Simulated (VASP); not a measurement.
# Bi in VASP: notebook

Runs on Bi. Level: PBE. Tasks: single point.

Program: VASP 6.6.1. These are calculated values, not measurements. Logs are shortened: lines on timing, memory, paths and dates and some standing lists are left out, and cuts for length are marked.

### Step 1. The cell of the first run

The cell holds a slab with vacuum, 2 atoms: a = 4.209 Å, b = 4.209 Å, c = 28.000 Å, α = 90.00°, β = 90.00°, γ = 120.00°.

### Step 2. Single point, PBE

Contents of INCAR:

```
SYSTEM = Bi
ALGO     = Normal         ! electronic algorithm
DIPOL    = 0.5 0.5 0.500
EDIFF    = 1E-6           ! SCF threshold, eV
ENCUT    = 520            ! plane-wave cutoff, eV
GGA      = PE             ! functional
IDIPOL   = 3            
ISIF     = 2              ! what is computed and relaxed
ISMEAR   = 0              ! smearing method
LASPH    = .TRUE.         ! aspherical terms in the spheres
LCHARG   = .TRUE.         ! write CHGCAR
LDIPOL   = .TRUE.       
LELF     = .TRUE.         ! ELF
LREAL    = .FALSE.        ! projectors in reciprocal space
LVACPOTAV= .TRUE.       
LVHAR    = .TRUE.       
LWAVE    = .FALSE.        ! write WAVECAR
NBANDS   = 22             ! bands
NELM     = 60             ! most SCF steps
PREC     = Accurate       ! precision mode
SIGMA    = 0.02           ! smearing width, eV
```

Contents of KPOINTS:

```
k-points
0
G
  9 9 1
  0 0 0
```

Contents of POSCAR:

```
Bi
1.0
    4.2090000000      0.0000000000      0.0000000000
   -2.1045000000      3.6451009245      0.0000000000
    0.0000000000      0.0000000000     28.0000000000
Bi
2
Direct
    0.3333333333      0.6666666667      0.5330178571
    0.6666666667      0.3333333333      0.4669821429
```

Potentials or basis: VASP PAW PBE potentials, release 64 (Bi_d).

Run with:

```sh
cat potpaw_PBE.64/Bi_d/POTCAR > POTCAR
mpirun -np 1 vasp_std > vasp.out
```

OUTCAR:

```text
SYSTEM = Bi
   EDIFF = 1E-6
   ENCUT = 520
   GGA = PE
   ISIF = 2
   ISMEAR = 0
   LASPH = .TRUE.
   LREAL = .FALSE.
   NELM = 60
   PREC = Accurate

 ion  position               nearest neighbor table
   1  0.333  0.667  0.533-   2 3.05   2 3.05   2 3.05
   2  0.667  0.333  0.467-   1 3.05   1 3.05   1 3.05

  LATTYP: Found a hexagonal cell.
 ALAT       =     4.2090000000
 C/A-ratio  =     6.6524114992

  Lattice vectors:

 A1 = (   4.2090000000,   0.0000000000,   0.0000000000)
 A2 = (  -2.1045000000,   3.6451009245,   0.0000000000)
 A3 = (   0.0000000000,   0.0000000000,  28.0000000000)

Analysis of symmetry for initial positions (statically):
=====================================================================
 Subroutine PRICEL returns:
 Original cell was already a primitive cell.

 Routine SETGRP: Setting up the symmetry group for a
 hexagonal supercell.

 Subroutine GETGRP returns: Found 12 space group operations
 (whereof 12 operations were pure point group operations)
 out of a pool of 24 trial point group operations.

The static configuration has the point symmetry D_3d.

Analysis of symmetry for dynamics (positions and initial velocities):
=====================================================================
 Subroutine PRICEL returns:
 Original cell was already a primitive cell.

 Routine SETGRP: Setting up the symmetry group for a
 hexagonal supercell.

 Subroutine GETGRP returns: Found 12 space group operations
 (whereof 12 operations were pure point group operations)
 out of a pool of 24 trial point group operations.

The dynamic configuration has the point symmetry D_3d.

 Subroutine INISYM returns: Found 12 space group operations
 (whereof 12 operations are pure point group operations),
 and found     1 'primitive' translations

----------------------------------------------------------------------------------------

                                     Primitive cell

  volume of cell :     429.5824

  direct lattice vectors                    reciprocal lattice vectors
     4.209000000  0.000000000  0.000000000     0.237586125  0.137170413  0.000000000
    -2.104500000  3.645100924  0.000000000     0.000000000  0.274340826  0.000000000
     0.000000000  0.000000000 28.000000000     0.000000000  0.000000000  0.035714286

  length of vectors
     4.209000000  4.209000000 28.000000000     0.274340826  0.274340826  0.035714286

  position of ions in fractional coordinates (direct lattice)
     0.333333333  0.666666667  0.533017857
     0.666666667  0.333333333  0.466982143

  ion indices of the primitive-cell ions
   primitive index   ion index
                 1           1
                 2           2

----------------------------------------------------------------------------------------

 KPOINTS: k-points

Automatic generation of k-mesh.
 Grid dimensions read from file:
 generate k-points for:    9    9    1

 Generating k-lattice:

  Cartesian coordinates                     Fractional coordinates (reciprocal lattice)
     0.026398458  0.015241157  0.000000000     0.111111111  0.000000000  0.000000000
     0.000000000  0.030482314  0.000000000     0.000000000  0.111111111  0.000000000
     0.000000000  0.000000000  0.035714286     0.000000000  0.000000000  1.000000000

  Length of vectors
     0.030482314  0.030482314  0.035714286

  Shift w.r.t. Gamma in fractional coordinates (k-lattice)
     0.000000000  0.000000000  0.000000000

 Subroutine IBZKPT returns following result:
 ===========================================

 Found     12 irreducible k-points:

 Following reciprocal coordinates:
            Coordinates               Weight
  0.000000  0.000000  0.000000      1.000000
  0.111111 -0.000000  0.000000      6.000000
  0.222222 -0.000000  0.000000      6.000000
  0.333333 -0.000000  0.000000      6.000000
  0.444444 -0.000000  0.000000      6.000000
  0.111111  0.111111  0.000000      6.000000
  0.222222  0.111111  0.000000     12.000000
  0.333333  0.111111  0.000000     12.000000
  0.444444  0.111111  0.000000      6.000000
  0.222222  0.222222  0.000000      6.000000
  0.333333  0.222222  0.000000     12.000000
  0.333333  0.333333  0.000000      2.000000
   k-points           NKPTS =     12   k-points in BZ     NKDIM =     12   number of bands    NBANDS=     22
   number of dos      NEDOS =    301   number of ions     NIONS =      2
   total plane-waves  NPLWV = 215040
   dimension x,y,z NGX =    32 NGY =   32 NGZ =  210
   dimension x,y,z NGXF=    64 NGYF=   64 NGZF=  420
   ions per type =               2
   NGX,Y,Z   is equivalent  to a cutoff of  12.64, 12.64, 12.47 a.u.
   NGXF,Y,Z  is equivalent  to a cutoff of  25.28, 25.28, 24.94 a.u.
 SYSTEM =  Bi
   PREC   = accura    normal or accurate (medium, high low for compatibility)
   ISTART =      0    job   : 0-new  1-cont  2-samecut
   ICHARG =      2    charge: 1-file 2-atom 10-const
   ISPIN  =      1    spin polarized calculation?
   LNONCOLLINEAR =      F non collinear calculations
   LSORBIT =      F    spin-orbit coupling
   LASPH  =      T    aspherical Exc in radial PAW
   ENCUT  =  520.0 eV  38.22 Ry    6.18 a.u.   7.83  7.83 52.06*2*pi/ulx,y,z
   NELM   =     60;   NELMIN=  2; NELMDL= -5     # of ELM steps
   EDIFF  = 0.1E-05   stopping-criterion for ELM
   LREAL  =      F    real-space projection
   EDIFFG = 0.1E-04   stopping-criterion for IOM
   NSW    =      0    number of steps for IOM
   IBRION =     -1    ionic relax: 0-MD 1-quasi-New 2-CG
   NFREE  =      0    steps in history (QN), initial steepest desc. (CG)
   ISIF   =      2    stress and relaxation
   ISYM   =      2    0-nonsym 1-usesym 2-fastsym
   POTIM  = 0.5000    time-step for ionic-motion
   TEBEG  =    0.0;   TEEND  =   0.0 temperature during run
   PSTRESS=    0.0 pullay stress
   NELECT =      30.0000    total number of electrons
   NUPDOWN=      -1.0000    fix difference up-down
   EMIN   =  10.00;   EMAX   =-10.00  energy-range for DOS
   EFERMI =   0.00;   METHOD = LEGACY
   ISMEAR =     0;   SIGMA  =   0.02  broadening in eV -4-tet -1-fermi 0-gaus
   EFERMI_NEDOS =   21; number of points for ismear=-14 and -15
   IALGO  =     38    algorithm
   IMIX   =      4    mixing-type and parameters
     AMIX     =   0.40;   BMIX     =  1.00
     AMIX_MAG =   1.60;   BMIX_MAG =  1.00
  volume/ion in A,a.u.               =     214.79      1449.48
  Fermi-wavevector in a.u.,A,eV,Ry     =   0.674165  1.273988  6.183833  0.454499
  Thomas-Fermi vector in A             =   1.750802
   LORBIT       =      0    0 simple, 1 ext, 2 COOP (PROOUT), +10 PAW based schemes
   GGA     = PE    functional components
   LHFCALC =     F    Hartree Fock is set to
   AEXX    =    0.0000 exact exchange contribution
   IVDW    =     0    specifies the selected vdW correction
   LEPSILON=     F    determine dielectric tensor
   LRPA    =     F    only Hartree local field effects (RPA)
 non-spin polarized calculation
 Gauss-broadening in eV      SIGMA  =   0.02
  energy-cutoff  :      520.00
  volume of cell :      429.58
 maximum number of plane-waves:     11604
 NGX is ok and might be reduce to    32
   NGX = 15   NGY = 15   NGZ =105

 dipolmoment           0.000000      0.000000      0.000000 electrons x Angstroem

 number of electron      30.0000003 magnetization

 dipolmoment           0.000000      0.000000     -0.000000 electrons x Angstroem

 Free energy of the ion-electron system (eV)
  ---------------------------------------------------
  ext. energy  EPLUGINS =         0.00000000
  ---------------------------------------------------
  free energy    TOTEN  =        -7.50371686 eV

  energy without entropy =       -7.50371686  energy(sigma->0) =       -7.50371686

 E-fermi :  -1.7937     XC(G=0):  -2.0536

 val. band max:       -1.9387924867   @ k =   0.0000   0.0000   0.0000
 cond. band min:      -1.5057577823   @ k =   0.3333  -0.0000   0.0000
 fundamental gap:      0.4330347044
 Fermi energy:        -1.7936966540

 k-point     1 :       0.0000    0.0000    0.0000
  band No.  band energies     occupation
      1     -24.9690      2.00000
      2     -24.9690      2.00000
      3     -24.8456      2.00000
      4     -24.8456      2.00000
      5     -24.8384      2.00000
      6     -24.6850      2.00000
[... 14 lines left out ...]
     21       1.8109      0.00000
     22       2.1686      0.00000

 k-point     2 :       0.1111   -0.0000    0.0000
  band No.  band energies     occupation
      1     -24.9672      2.00000
      2     -24.9601      2.00000
      3     -24.8463      2.00000
      4     -24.8391      2.00000
      5     -24.8326      2.00000
      6     -24.6884      2.00000
[... 14 lines left out ...]
     21       1.9702      0.00000
     22       2.3212      0.00000

 k-point     3 :       0.2222   -0.0000    0.0000
  band No.  band energies     occupation
      1     -24.9629      2.00000
      2     -24.9345      2.00000
      3     -24.8501      2.00000
      4     -24.8212      2.00000
      5     -24.8138      2.00000
      6     -24.6985      2.00000
[... 14 lines left out ...]
     21       2.3889      0.00000
     22       2.6908      0.00000
[... 176 lines left out ...]
 k-point    11 :       0.3333    0.2222    0.0000
  band No.  band energies     occupation
      1     -24.9547      2.00000
      2     -24.8413      2.00000
      3     -24.8223      2.00000
      4     -24.7953      2.00000
      5     -24.7737      2.00000
      6     -24.7375      2.00000
[... 14 lines left out ...]
     21       4.0837      0.00000
     22       4.3445      0.00000

 k-point    12 :       0.3333    0.3333    0.0000
  band No.  band energies     occupation
      1     -24.9543      2.00000
      2     -24.8109      2.00000
      3     -24.8078      2.00000
      4     -24.8078      2.00000
      5     -24.7732      2.00000
      6     -24.7732      2.00000
[... 14 lines left out ...]
     21       4.3595      0.00000
     22       4.7763      0.00000

------------------------ aborting loop because EDIFF is reached ----------------------------------------

 vacuum level on the upper side and lower side of the slab       (xc-potential included)        -0.143        -0.143

  FORCE on cell =-STRESS in cart. coord.  units (eV):
  Direction    XX          YY          ZZ          XY          YZ          ZX
  --------------------------------------------------------------------------------------
  -------------------------------------------------------------------------------------
  Total        0.5305049      0.5305049     -0.9936763      0.0000000      0.0000000     -0.0000000
  in kB        1.9785793      1.9785793     -3.7060306      0.0000000      0.0000000     -0.0000000
  external PRESSURE =       0.0837093 kB  Pullay stress =       0.0000000 kB

 VOLUME and BASIS-vectors are now :
 -----------------------------------------------------------------------------
  energy-cutoff  :      520.00
  volume of cell :      429.58
      direct lattice vectors                 reciprocal lattice vectors
     4.209000000  0.000000000  0.000000000     0.237586125  0.137170413  0.000000000
    -2.104500000  3.645100924  0.000000000     0.000000000  0.274340826  0.000000000
     0.000000000  0.000000000 28.000000000     0.000000000  0.000000000  0.035714286

 POSITION                                       TOTAL-FORCE (eV/Angst)
 -----------------------------------------------------------------------------------
     -0.00000      2.43007     14.92450        -0.000000     -0.000000     -0.520027
      2.10450      1.21503     13.07550         0.000000      0.000000      0.520027
 -----------------------------------------------------------------------------------
    total drift:                               -0.000000      0.000000     -0.000000

  FREE ENERGIE OF THE ION-ELECTRON SYSTEM (eV)
  ---------------------------------------------------
  free  energy   TOTEN  =        -7.5037168571 eV

  energy  without entropy=       -7.5037168571  energy(sigma->0) =       -7.50371686

 vacuum level on the upper side and lower side of the slab         1.680         1.680
```

It took 3.1 min on 1 thread of AMD EPYC 7R13 (Zen 3), shared host; peak memory 0.48 GiB.

What came out:

| Item | Value |
| --- | --- |
| Free energy | -7.5037 eV |
| Largest force | 0.520 eV/Å |
| Ionisation potential of the upper face | 3.62 eV |

Forces in eV/Å, atoms in the order of the input:
```
Bi   0.000  0.000 -0.520
Bi   0.000  0.000  0.520
```

Caveat: spin-orbit coupling is left out, which moves the levels of the heavy elements.

### Step 3. Single point, PBE

Contents of INCAR:

```
SYSTEM = Bi
PREC = Accurate
ENCUT = 520
EDIFF = 1E-6
ISMEAR = 0
SIGMA = 0.02
LREAL = .False.
LASPH = .True.
NELM = 80
ALGO = Normal
ISIF = 2
LWAVE = .False.
LCHARG = .True.
LDIPOL = .True.
IDIPOL = 3
DIPOL = 0.5 0.5 0.500
GGA = PE
LELF = .True.
LVHAR = .True.
LVACPOTAV = .True.
NBANDS = 22
```

Contents of KPOINTS:

```
Automatic mesh
0
Gamma
  9 9 1
  0 0 0
```

Contents of POSCAR:

```
Bi
1.0
    4.2090000000      0.0000000000      0.0000000000
   -2.1045000000      3.6451009245      0.0000000000
    0.0000000000      0.0000000000     28.0000000000
Bi
2
Direct
    0.3333333333      0.6666666667      0.5462142857
    0.6666666667      0.3333333333      0.4537857143
```

Potentials or basis: VASP PAW PBE potentials, release 64 (Bi_d).

Run with:

```sh
cat potpaw_PBE.64/Bi_d/POTCAR > POTCAR
mpirun -np 1 vasp_std > vasp.out
```

It took 2.3 min on 1 thread of AMD EPYC 7R13 (Zen 3), shared host; peak memory 0.49 GiB.

It converged, with:

| Item | Value |
| --- | --- |
| Free energy | -6.2195 eV |
| Largest force | 1.901 eV/Å |
| Band gap on the k mesh | zero (bands 15 and 16 overlap by 1.50 eV) |

Forces in eV/Å, atoms in the order of the input:
```
Bi   0.000  0.000 -1.901
Bi   0.000  0.000  1.901
```

Levels at points of the mesh, in eV from the Fermi level:
| k point | band 13 | band 14 | band 15 | band 16 | band 17 | band 18 |
| --- | --- | --- | --- | --- | --- | --- |
| (0.00, 0.00, 0.00) | -2.18 | 0.61 | 1.12 | 1.12 | 2.20 | 2.20 |

Caveat: spin-orbit coupling is left out, which moves the levels of the heavy elements.

The gap in the log of VASP goes by the Fermi energy; the results here count the filled bands.